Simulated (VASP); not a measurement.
Here is a VASP 6.6.1 calculation.

INCAR

```
  PREC = Accurate
  ENCUT = 520
  EDIFF = 1E-6
  ISMEAR = -1
  SIGMA = 0.05
  LREAL = Auto
  LASPH = True
  NELM = 80
  ALGO = Normal
  ISIF = 2
  LWAVE = False
  LCHARG = False
  GGA = PS
  ISYM = 0
  NBANDS = 186
```

KPOINTS

```
Automatic mesh
0
Gamma
  1 1 1
  0.25 0.25 0.25
```

Contents of POSCAR:

```
Mg7CdO8
1.0
    8.5882226301      0.0000000000      0.0000000000
    0.0000000000      8.5882226301      0.0000000000
    0.0000000000      0.0000000000      8.5882226301
O Mg Cd
32 28 4
Direct
    0.2505050000      0.9982750000      0.0000890000
    0.2507380000      0.9988800000      0.4994570000
    0.2501480000      0.5024750000      0.9999530000
    0.2503620000      0.5007930000      0.4995810000
    0.7494730000      0.9885660000      0.0001800000
    0.7500210000      0.9978880000      0.4997940000
    0.7489760000      0.5175490000      0.0006240000
    0.7492110000      0.5019980000      0.4998010000
    0.0121570000      0.2516390000      0.9994220000
    0.0016980000      0.2506870000      0.5005160000
    0.0019440000      0.7501250000      0.9979700000
    0.0007150000      0.7493370000      0.5019750000
    0.4875720000      0.2506210000      0.9971200000
    0.4986340000      0.2501700000      0.5014060000
    0.4982420000      0.7494470000      0.9864860000
    0.5009500000      0.7488710000      0.5126650000
    0.0028970000      0.0024230000      0.2494700000
    0.0025690000      0.0010290000      0.7503050000
    0.0139090000      0.4980990000      0.2497320000
    0.0142260000      0.4991220000      0.7504930000
    0.4987050000      0.0122370000      0.2493140000
    0.4980130000      0.0016370000      0.7499660000
    0.4843010000      0.4848280000      0.2485800000
    0.4853710000      0.4968070000      0.7498240000
    0.2483140000      0.2471840000      0.2516400000
    0.2494000000      0.2472790000      0.7478320000
    0.2385540000      0.7519720000      0.2503190000
    0.2486610000      0.7523190000      0.7490960000
    0.7525370000      0.2354500000      0.2634380000
    0.7504260000      0.2345860000      0.7363410000
    0.7653940000      0.7657910000      0.2526840000
    0.7530450000      0.7644050000      0.7485860000
    0.0029690000      0.9985020000      0.9998320000
    0.0010170000      0.9999810000      0.4999850000
    0.0077440000      0.5027160000      0.9998220000
    0.0051560000      0.5000810000      0.5000950000
    0.4976430000      0.0000280000      0.9976030000
    0.4998950000      0.0015100000      0.5017740000
    0.4921030000      0.5002200000      0.9971050000
    0.4950190000      0.4975960000      0.5024030000
    0.2498210000      0.2494050000      0.9996790000
    0.2498520000      0.2491360000      0.4999030000
    0.2483860000      0.7508940000      0.9976230000
    0.2483950000      0.7503920000      0.5017670000
    0.7503210000      0.2448930000      0.5000120000
    0.7531690000      0.7549230000      0.9969530000
    0.7530110000      0.7545480000      0.5024440000
    0.2486310000      0.0013090000      0.2500170000
    0.2499900000      0.9998260000      0.7494900000
    0.2484390000      0.4980030000      0.2500900000
    0.2497480000      0.5000510000      0.7494090000
    0.7528020000      0.0003600000      0.2519550000
    0.7504620000      0.9987640000      0.7479120000
    0.0046210000      0.2479970000      0.2523250000
    0.0048050000      0.2477410000      0.7476050000
    0.0025450000      0.7525040000      0.2502180000
    0.0027100000      0.7525590000      0.7496650000
    0.4949810000      0.2477460000      0.2523100000
    0.4950010000      0.2473750000      0.7474890000
    0.4977060000      0.7525320000      0.7495470000
    0.7498750000      0.2487070000      0.9999900000
    0.7508750000      0.4998890000      0.2506830000
    0.7499260000      0.5004280000      0.7495820000
    0.5008260000      0.7499800000      0.2495740000
```

Potentials or basis: VASP PAW PBE potentials, release 64 (O, Mg, Cd).

The run is started by

```sh
$ cat potpaw_PBE.64/O/POTCAR potpaw_PBE.64/Mg/POTCAR potpaw_PBE.64/Cd/POTCAR > POTCAR
$ mpirun -np 1 vasp_std > vasp.out
```

Predict the band gap on the k mesh.

3.71 eV.

What does it give for the largest force?

0.132 eV/Å.

Forces in eV/Å, atoms in the order of the input:
```
O    0.002  0.005  0.001
O   -0.001  0.004  0.002
O   -0.002 -0.004 -0.001
O    0.001 -0.004  0.001
O    0.012 -0.097  0.010
O   -0.002  0.004  0.001
O   -0.016  0.076 -0.015
O    0.000  0.000  0.001
O    0.075 -0.009 -0.010
O   -0.011  0.001 -0.003
O   -0.005 -0.004  0.008
O   -0.006  0.001 -0.002
O   -0.076  0.017  0.008
O    0.008  0.001 -0.007
O    0.021  0.009 -0.081
O   -0.009 -0.014  0.078
O   -0.006  0.000 -0.001
O   -0.007 -0.004 -0.001
O    0.085 -0.004 -0.014
O    0.077 -0.007 -0.015
O   -0.006  0.086 -0.011
O    0.005 -0.002  0.000
O   -0.057 -0.066  0.032
O   -0.070  0.009  0.021
O    0.001  0.001 -0.001
O    0.003  0.002  0.002
O   -0.085  0.009  0.010
O    0.002 -0.004  0.004
O   -0.003 -0.090  0.097
O    0.021 -0.062 -0.068
O    0.066  0.063 -0.031
O   -0.011  0.077 -0.015
Mg   0.004 -0.006  0.002
Mg   0.001  0.000  0.000
Mg   0.015  0.006  0.004
Mg   0.009  0.001  0.000
Mg  -0.006  0.000 -0.004
Mg   0.002  0.010  0.009
Mg  -0.012 -0.003 -0.007
Mg  -0.008 -0.004  0.000
Mg   0.001  0.000  0.000
Mg   0.001 -0.002 -0.001
Mg  -0.009  0.000 -0.006
Mg  -0.007  0.000  0.007
Mg   0.000 -0.011 -0.002
Mg   0.004  0.008  0.001
Mg   0.007  0.009  0.006
Mg  -0.008  0.008 -0.001
Mg   0.001 -0.001 -0.002
Mg  -0.009 -0.008 -0.001
Mg  -0.001 -0.001  0.000
Mg   0.006  0.000  0.004
Mg   0.000 -0.006 -0.009
Mg   0.010 -0.003  0.006
Mg   0.007 -0.003 -0.004
Mg   0.004  0.005 -0.001
Mg   0.006  0.006  0.000
Mg  -0.010 -0.004  0.005
Mg  -0.010 -0.006 -0.004
Mg  -0.004  0.005  0.001
Cd  -0.002  0.010  0.001
Cd  -0.001 -0.001 -0.002
Cd  -0.001 -0.001  0.001
Cd   0.005 -0.002 -0.001
```

Caveat: the PAW data sets were made with another functional, which shifts forces and pressure a little; a shifted mesh leaves out Γ, where band edges can lie. A k mesh can miss the band edges.
